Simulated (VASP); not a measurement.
# Fe (Fm-3m) in VASP: a series of runs

Runs on Fe. Level: PBE. Tasks: single point.

Program: VASP 6.6.1. These are calculated values, not measurements. Logs are shortened: lines on timing, memory, paths and dates and some standing lists are left out, and cuts for length are marked.

### Step 1. The cell of the first run

It takes space group Fm-3m (No. 225, cubic). Conventional cell: a = 3.679 Å, b = 3.679 Å, c = 3.679 Å, α = 90.00°, β = 90.00°, γ = 90.00°. Fe (site symmetry m-3m) has 12 Fe at 2.60 Å within 3.4 Å.

### Step 2. Single point, PBE, collinear spin, zero start

File INCAR:

```
PREC = Accurate ; ENCUT = 520
EDIFF = 1E-6 ; ISMEAR = -1
SIGMA = 0.1 ; LREAL = False
LASPH = True ; NELM = 150
ALGO = Normal ; ISIF = 2
LWAVE = False ; LCHARG = False
ISPIN = 2 ; MAGMOM = 0
LORBIT = 11 ; NUPDOWN = 0.0
LMAXMIX = 4 ; GGA = PE
NBANDS = 14
```

File KPOINTS:

```
regular mesh
0
Gamma
  12 12 12
```

File POSCAR:

```
Fe
1.0
    0.0000000000      1.8395000000      1.8395000000
    1.8395000000      0.0000000000      1.8395000000
    1.8395000000      1.8395000000      0.0000000000
Fe
1
Direct
    0.0000000000      0.0000000000      0.0000000000
```

Potentials or basis: VASP PAW PBE potentials, release 64 (Fe).

On the command line:

```sh
$ cat potpaw_PBE.64/Fe/POTCAR > POTCAR
$ mpirun -np 1 vasp_std > vasp.out
```

OUTCAR:

```text
PREC = Accurate
   ENCUT = 520
   EDIFF = 1E-6
   ISMEAR = -1
   LREAL = False
   LASPH = True
   NELM = 150
   ISIF = 2
   ISPIN = 2
   LORBIT = 11
   NUPDOWN = 0.0
   GGA = PE

 ion  position               nearest neighbor table
   1  0.000  0.000  0.000-

  LATTYP: Found a face centered cubic cell.
 ALAT       =     3.6790000000

  Lattice vectors:

 A1 = (   0.0000000000,   1.8395000000,   1.8395000000)
 A2 = (   1.8395000000,   0.0000000000,   1.8395000000)
 A3 = (   1.8395000000,   1.8395000000,   0.0000000000)

Analysis of symmetry for initial positions (statically):
=====================================================================
 Subroutine PRICEL returns:
 Original cell was already a primitive cell.

 Routine SETGRP: Setting up the symmetry group for a
 face centered cubic supercell.

 Subroutine GETGRP returns: Found 48 space group operations
 (whereof 48 operations were pure point group operations)
 out of a pool of 48 trial point group operations.

The static configuration has the point symmetry O_h .

Analysis of symmetry for dynamics (positions and initial velocities):
=====================================================================
 Subroutine PRICEL returns:
 Original cell was already a primitive cell.

 Routine SETGRP: Setting up the symmetry group for a
 face centered cubic supercell.

 Subroutine GETGRP returns: Found 48 space group operations
 (whereof 48 operations were pure point group operations)
 out of a pool of 48 trial point group operations.

The dynamic configuration has the point symmetry O_h .

Analysis of structural, dynamic, and magnetic symmetry:
=====================================================================
 Subroutine PRICEL returns:
 Original cell was already a primitive cell.

 Routine SETGRP: Setting up the symmetry group for a
 face centered cubic supercell.

 Subroutine GETGRP returns: Found 48 space group operations
 (whereof 48 operations were pure point group operations)
 out of a pool of 48 trial point group operations.

The overall configuration has the point symmetry O_h .

 Subroutine INISYM returns: Found 48 space group operations
 (whereof 48 operations are pure point group operations),
 and found     1 'primitive' translations

----------------------------------------------------------------------------------------

                                     Primitive cell

  volume of cell :      12.4489

  direct lattice vectors                    reciprocal lattice vectors
     0.000000000  1.839500000  1.839500000    -0.271812993  0.271812993  0.271812993
     1.839500000  0.000000000  1.839500000     0.271812993 -0.271812993  0.271812993
     1.839500000  1.839500000  0.000000000     0.271812993  0.271812993 -0.271812993

  length of vectors
     2.601445848  2.601445848  2.601445848     0.470793913  0.470793913  0.470793913

  position of ions in fractional coordinates (direct lattice)
     0.000000000  0.000000000  0.000000000

  ion indices of the primitive-cell ions
   primitive index   ion index
                 1           1

----------------------------------------------------------------------------------------

 KPOINTS: regular mesh

Automatic generation of k-mesh.
 Grid dimensions read from file:
 generate k-points for:   12   12   12

 Generating k-lattice:

  Cartesian coordinates                     Fractional coordinates (reciprocal lattice)
    -0.022651083  0.022651083  0.022651083     0.083333333  0.000000000  0.000000000
     0.022651083 -0.022651083  0.022651083     0.000000000  0.083333333  0.000000000
     0.022651083  0.022651083 -0.022651083     0.000000000  0.000000000  0.083333333

  Length of vectors
     0.039232826  0.039232826  0.039232826

  Shift w.r.t. Gamma in fractional coordinates (k-lattice)
     0.000000000  0.000000000  0.000000000

 Subroutine IBZKPT returns following result:
 ===========================================

 Found     72 irreducible k-points:

 Following reciprocal coordinates:
            Coordinates               Weight
  0.000000  0.000000  0.000000      1.000000
  0.083333  0.000000  0.000000      8.000000
  0.166667  0.000000  0.000000      8.000000
  0.250000  0.000000  0.000000      8.000000
  0.333333  0.000000  0.000000      8.000000
  0.416667  0.000000  0.000000      8.000000
[... 16 lines left out ...]
  0.500000  0.166667  0.000000     24.000000
 -0.416667  0.166667  0.000000     24.000000
 [... further k-points ...]
   k-points           NKPTS =     72   k-points in BZ     NKDIM =     72   number of bands    NBANDS=     14
   number of dos      NEDOS =    301   number of ions     NIONS =      1
   total plane-waves  NPLWV =   8000
   dimension x,y,z NGX =    20 NGY =   20 NGZ =   20
   dimension x,y,z NGXF=    40 NGYF=   40 NGZF=   40
   ions per type =               1
   NGX,Y,Z   is equivalent  to a cutoff of  12.78, 12.78, 12.78 a.u.
   NGXF,Y,Z  is equivalent  to a cutoff of  25.56, 25.56, 25.56 a.u.
 SYSTEM =  unknown system
   PREC   = accura    normal or accurate (medium, high low for compatibility)
   ISTART =      0    job   : 0-new  1-cont  2-samecut
   ICHARG =      2    charge: 1-file 2-atom 10-const
   ISPIN  =      2    spin polarized calculation?
   LNONCOLLINEAR =      F non collinear calculations
   LSORBIT =      F    spin-orbit coupling
   LASPH  =      T    aspherical Exc in radial PAW
   ENCUT  =  520.0 eV  38.22 Ry    6.18 a.u.   4.84  4.84  4.84*2*pi/ulx,y,z
   NELM   =    150;   NELMIN=  2; NELMDL= -5     # of ELM steps
   EDIFF  = 0.1E-05   stopping-criterion for ELM
   LREAL  =      F    real-space projection
   EDIFFG = 0.1E-04   stopping-criterion for IOM
   NSW    =      0    number of steps for IOM
   IBRION =     -1    ionic relax: 0-MD 1-quasi-New 2-CG
   NFREE  =      0    steps in history (QN), initial steepest desc. (CG)
   ISIF   =      2    stress and relaxation
   ISYM   =      2    0-nonsym 1-usesym 2-fastsym
   POTIM  = 0.5000    time-step for ionic-motion
   TEBEG  =    0.0;   TEEND  =   0.0 temperature during run
   PSTRESS=    0.0 pullay stress
   NELECT =       8.0000    total number of electrons
   NUPDOWN=       0.0000    fix difference up-down
   EMIN   =  10.00;   EMAX   =-10.00  energy-range for DOS
   EFERMI =   0.00;   METHOD = LEGACY
   ISMEAR =    -1;   SIGMA  =   0.10  broadening in eV -4-tet -1-fermi 0-gaus
   EFERMI_NEDOS =   21; number of points for ismear=-14 and -15
   IALGO  =     38    algorithm
   IMIX   =      4    mixing-type and parameters
     AMIX     =   0.40;   BMIX     =  1.00
     AMIX_MAG =   1.60;   BMIX_MAG =  1.00
  volume/ion in A,a.u.               =      12.45        84.01
  Fermi-wavevector in a.u.,A,eV,Ry     =   1.412738  2.669688 27.154907  1.995829
  Thomas-Fermi vector in A             =   2.534456
   LORBIT       =     11    0 simple, 1 ext, 2 COOP (PROOUT), +10 PAW based schemes
   GGA     = PE    functional components
   LHFCALC =     F    Hartree Fock is set to
   AEXX    =    0.0000 exact exchange contribution
   IVDW    =     0    specifies the selected vdW correction
   LEPSILON=     F    determine dielectric tensor
   LRPA    =     F    only Hartree local field effects (RPA)
 spin polarized calculation
  energy-cutoff  :      520.00
  volume of cell :       12.45
 maximum number of plane-waves:       347
   NGX =  9   NGY =  9   NGZ =  9

 number of electron       8.0000001 magnetization       0.0000000

 number of electron       8.0000001 magnetization      -0.0000000

 Free energy of the ion-electron system (eV)
  ---------------------------------------------------
  ext. energy  EPLUGINS =         0.00000000
  ---------------------------------------------------
  free energy    TOTEN  =        -7.82055680 eV

  energy without entropy =       -7.74711092  energy(sigma->0) =       -7.78383386

 E-fermi :   4.8125     XC(G=0): -12.6585

 val. band max:        4.7916825282   @ k =   0.0833   0.0833   0.0000
 cond. band min:       4.8248568814   @ k =  -0.4167   0.3333   0.0000
 fundamental gap:      0.0331743532
 Fermi energy:         4.8125098959

 spin component 1

 k-point     1 :       0.0000    0.0000    0.0000
  band No.  band energies     occupation
      1      -2.9295      1.00000
      2       3.5847      1.00000
      3       3.5847      1.00000
      4       3.5847      1.00000
      5       4.7417      0.67006
      6       4.7417      0.67006
      7      26.4795      0.00000
      8      30.6096      0.00000
      9      30.6096      0.00000
     10      30.6096      0.00000
     11      33.3262      0.00000
     12      33.3262      0.00000
     13      33.3262      0.00000
     14      35.5786      0.00000
[... 375 lines left out ...]
 k-point    24 :      -0.4167    0.1667    0.0000
  band No.  band energies     occupation
      1       1.5394      1.00000
      2       3.0011      1.00000
      3       3.6543      0.99999
      4       3.9177      0.99987
      5       5.3990      0.00283
      6       7.8441      0.00000
      7      11.7412      0.00000
      8      20.9368      0.00000
      9      25.3622      0.00000
     10      26.1726      0.00000
     11      34.5357      0.00000
     12      34.8141      0.00000
     13      41.5427      0.00000
     14      44.0222      0.00000

 [... further k-points ...]

 spin component 2

 k-point     1 :       0.0000    0.0000    0.0000
  band No.  band energies     occupation
      1      -2.9295      1.00000
      2       3.5847      1.00000
      3       3.5847      1.00000
      4       3.5847      1.00000
      5       4.7417      0.67006
      6       4.7417      0.67006
      7      26.4795      0.00000
      8      30.6096      0.00000
      9      30.6096      0.00000
     10      30.6096      0.00000
     11      33.3261      0.00000
     12      33.3261      0.00000
     13      33.3261      0.00000
     14      35.5786      0.00000
[... 375 lines left out ...]
 k-point    24 :      -0.4167    0.1667    0.0000
  band No.  band energies     occupation
      1       1.5394      1.00000
      2       3.0011      1.00000
      3       3.6543      0.99999
      4       3.9177      0.99987
      5       5.3990      0.00283
      6       7.8441      0.00000
      7      11.7412      0.00000
      8      20.9368      0.00000
      9      25.3622      0.00000
     10      26.1726      0.00000
     11      34.5357      0.00000
     12      34.8141      0.00000
     13      41.5427      0.00000
     14      44.0222      0.00000

 [... further k-points ...]

------------------------ aborting loop because EDIFF is reached ----------------------------------------

  FORCE on cell =-STRESS in cart. coord.  units (eV):
  Direction    XX          YY          ZZ          XY          YZ          ZX
  --------------------------------------------------------------------------------------
  -------------------------------------------------------------------------------------
  Total       -2.6876265     -2.6876265     -2.6876265      0.0000000     -0.0000000      0.0000000
  in kB     -345.8996461   -345.8996461   -345.8996461      0.0000000     -0.0000000      0.0000000
  external PRESSURE =    -345.8996461 kB  Pullay stress =       0.0000000 kB

 VOLUME and BASIS-vectors are now :
 -----------------------------------------------------------------------------
  energy-cutoff  :      520.00
  volume of cell :       12.45
      direct lattice vectors                 reciprocal lattice vectors
     0.000000000  1.839500000  1.839500000    -0.271812993  0.271812993  0.271812993
     1.839500000  0.000000000  1.839500000     0.271812993 -0.271812993  0.271812993
     1.839500000  1.839500000  0.000000000     0.271812993  0.271812993 -0.271812993

 POSITION                                       TOTAL-FORCE (eV/Angst)
 -----------------------------------------------------------------------------------
      0.00000      0.00000      0.00000         0.000000      0.000000      0.000000
 -----------------------------------------------------------------------------------
    total drift:                                0.000000      0.000000      0.000000

  FREE ENERGIE OF THE ION-ELECTRON SYSTEM (eV)
  ---------------------------------------------------
  free  energy   TOTEN  =        -7.8205568030 eV

  energy  without entropy=       -7.7471109157  energy(sigma->0) =       -7.78383386

 total charge

# of ion       s       p       d       tot
------------------------------------------
    1        0.448   0.454   6.184   7.086

 magnetization (x)

# of ion       s       p       d       tot
------------------------------------------
    1        0.000  -0.000   0.000   0.000
```

Wall time 9.6 s (1 thread of Intel Xeon 6975P-C (Granite Rapids), shared host); peak memory 0.14 GiB.

Results:

```
Free energy                                           : -7.8206 eV
Pressure                                              : -34.6 GPa
Net moment                                            : 0.00 μB per cell
Valence electrons inside the program's atomic spheres : Fe 7.09
```

Caveat: the total moment is fixed, so each spin has its own Fermi level.

### Step 3. Single point, PBE, collinear spin, ferromagnetic start

File INCAR:

```
SYSTEM = Fe
ALGO     = Normal         ! electronic algorithm
EDIFF    = 1E-6           ! SCF threshold, eV
ENCUT    = 520            ! plane-wave cutoff, eV
GGA      = PE             ! functional
ISIF     = 2              ! what is computed and relaxed
ISMEAR   = -1             ! smearing method
ISPIN    = 2              ! spin polarisation
LASPH    = .TRUE.         ! aspherical terms in the spheres
LCHARG   = .FALSE.        ! write CHGCAR
LMAXMIX  = 4              ! l up to which the mixer works
LORBIT   = 11             ! projections on sites
LREAL    = .FALSE.        ! projectors in reciprocal space
LWAVE    = .FALSE.        ! write WAVECAR
MAGMOM   = 4              ! initial moments
NBANDS   = 14             ! bands
NELM     = 150            ! most SCF steps
PREC     = Accurate       ! precision mode
SIGMA    = 0.1            ! smearing width, eV
```

File KPOINTS:

```
k-points
0
G
  12 12 12
  0 0 0
```

POSCAR is that of step 2.

Potentials or basis: VASP PAW PBE potentials, release 64 (Fe).

On the command line:

```sh
$ cat potpaw_PBE.64/Fe/POTCAR > POTCAR
$ mpirun -np 1 vasp_std > vasp.out
```

OUTCAR:

```text
SYSTEM = Fe
   EDIFF = 1E-6
   ENCUT = 520
   GGA = PE
   ISIF = 2
   ISMEAR = -1
   ISPIN = 2
   LASPH = .TRUE.
   LORBIT = 11
   LREAL = .FALSE.
   NELM = 150
   PREC = Accurate

 ion  position               nearest neighbor table
   1  0.000  0.000  0.000-

  LATTYP: Found a face centered cubic cell.
 ALAT       =     3.6790000000

  Lattice vectors:

 A1 = (   0.0000000000,   1.8395000000,   1.8395000000)
 A2 = (   1.8395000000,   0.0000000000,   1.8395000000)
 A3 = (   1.8395000000,   1.8395000000,   0.0000000000)

Analysis of symmetry for initial positions (statically):
=====================================================================
 Subroutine PRICEL returns:
 Original cell was already a primitive cell.

 Routine SETGRP: Setting up the symmetry group for a
 face centered cubic supercell.

 Subroutine GETGRP returns: Found 48 space group operations
 (whereof 48 operations were pure point group operations)
 out of a pool of 48 trial point group operations.

The static configuration has the point symmetry O_h .

[... 596 lines left out ...]
      3       5.1563      0.61571
      4       5.1563      0.61571
      5       6.6965      0.00000
      6       6.6965      0.00000
      7      26.2664      0.00000
      8      30.8424      0.00000
      9      30.8424      0.00000
     10      30.8424      0.00000
     11      33.8389      0.00000
     12      33.8389      0.00000
     13      33.8389      0.00000
     14      35.2038      0.00000
[... 379 lines left out ...]
      3       4.8813      0.96162
      4       5.6406      0.01248
      5       7.2610      0.00000
      6       9.0464      0.00000
      7      12.7685      0.00000
      8      21.3676      0.00000
      9      25.8469      0.00000
     10      26.3553      0.00000
     11      34.9272      0.00000
     12      35.0158      0.00000
     13      41.9284      0.00000
     14      44.3989      0.00000

 [... further k-points ...]
[... 5 lines left out ...]
  --------------------------------------------------------------------------------------
  -------------------------------------------------------------------------------------
  Total       -0.4001394     -0.4001394     -0.4001394     -0.0000000     -0.0000000      0.0000000
  in kB      -51.4982509    -51.4982509    -51.4982509     -0.0000000     -0.0000000      0.0000000
  external PRESSURE =     -51.4982509 kB  Pullay stress =       0.0000000 kB

 VOLUME and BASIS-vectors are now :
 -----------------------------------------------------------------------------
  energy-cutoff  :      520.00
  volume of cell :       12.45
      direct lattice vectors                 reciprocal lattice vectors
     0.000000000  1.839500000  1.839500000    -0.271812993  0.271812993  0.271812993
     1.839500000  0.000000000  1.839500000     0.271812993 -0.271812993  0.271812993
     1.839500000  1.839500000  0.000000000     0.271812993  0.271812993 -0.271812993

 POSITION                                       TOTAL-FORCE (eV/Angst)
 -----------------------------------------------------------------------------------
      0.00000      0.00000      0.00000         0.000000      0.000000      0.000000
 -----------------------------------------------------------------------------------
    total drift:                                0.000000     -0.000000     -0.000000

  FREE ENERGIE OF THE ION-ELECTRON SYSTEM (eV)
  ---------------------------------------------------
  free  energy   TOTEN  =        -8.0950698095 eV

  energy  without entropy=       -8.0543146807  energy(sigma->0) =       -8.07469225

 total charge

# of ion       s       p       d       tot
------------------------------------------
    1        0.460   0.473   6.161   7.094

 magnetization (x)

# of ion       s       p       d       tot
------------------------------------------
    1       -0.016  -0.049   2.692   2.628
```

OSZICAR:

```text
N       E                     dE             d eps       ncg     rms          rms(c)
DAV:   1     0.230174658256E+02    0.23017E+02   -0.40674E+03  4414   0.740E+02
DAV:   2    -0.773772448511E+01   -0.30755E+02   -0.27942E+02  4320   0.127E+02
DAV:   3    -0.866271070573E+01   -0.92499E+00   -0.91791E+00  4896   0.232E+01
DAV:   4    -0.866609762484E+01   -0.33869E-02   -0.33866E-02  4758   0.124E+00
DAV:   5    -0.866611626339E+01   -0.18639E-04   -0.18639E-04  4848   0.960E-02    0.109E+01
DAV:   6    -0.819208971695E+01    0.47403E+00   -0.10001E+01  4992   0.352E+01    0.593E+00
DAV:   7    -0.810730917957E+01    0.84781E-01   -0.74262E-01  4920   0.898E+00    0.345E+00
DAV:   8    -0.810176503752E+01    0.55441E-02   -0.74110E-03  4916   0.520E-01    0.151E+00
DAV:   9    -0.809483519687E+01    0.69298E-02   -0.11082E-02  5072   0.627E-01    0.319E-01
DAV:  10    -0.809500793204E+01   -0.17274E-03   -0.38430E-04  4656   0.194E-01    0.799E-02
DAV:  11    -0.809507166571E+01   -0.63734E-04   -0.23966E-04  5236   0.131E-01    0.460E-02
DAV:  12    -0.809506863551E+01    0.30302E-05   -0.19598E-06  4524   0.151E-02    0.242E-02
DAV:  13    -0.809507259606E+01   -0.39605E-05   -0.93407E-06  3868   0.212E-02    0.188E-02
DAV:  14    -0.809506973284E+01    0.28632E-05   -0.16731E-06  2466   0.120E-02    0.135E-03
DAV:  15    -0.809506980948E+01   -0.76632E-07   -0.23809E-08  2256   0.125E-03
   1 F= -.80950698E+01 E0= -.80746922E+01  d E =-.407551E-01  mag=     2.6250
```

stdout:

```text
POSCAR found type information on POSCAR Fe
 POSCAR found :  1 types and       1 ions
 scaLAPACK will be used
 LDA part: xc-table for (Slater+PW92), standard interpolation
 POSCAR, INCAR and KPOINTS ok, starting setup
 FFT: planning ... GRIDC
 FFT: planning ... GRID_SOFT
 FFT: planning ... GRID
 WAVECAR not read
 entering main loop
```

Wall time 13 s (1 thread of Intel Xeon 6975P-C (Granite Rapids), shared host); peak memory 0.13 GiB.

What came out:

| Property | Result |
| --- | --- |
| Free energy | -8.0951 eV |
| Pressure | -5.1 GPa |
| Net moment | 2.63 μB per cell |
| Site moments | Fe +2.63 μB |
| Valence electrons inside the program's atomic spheres | Fe 7.09 |
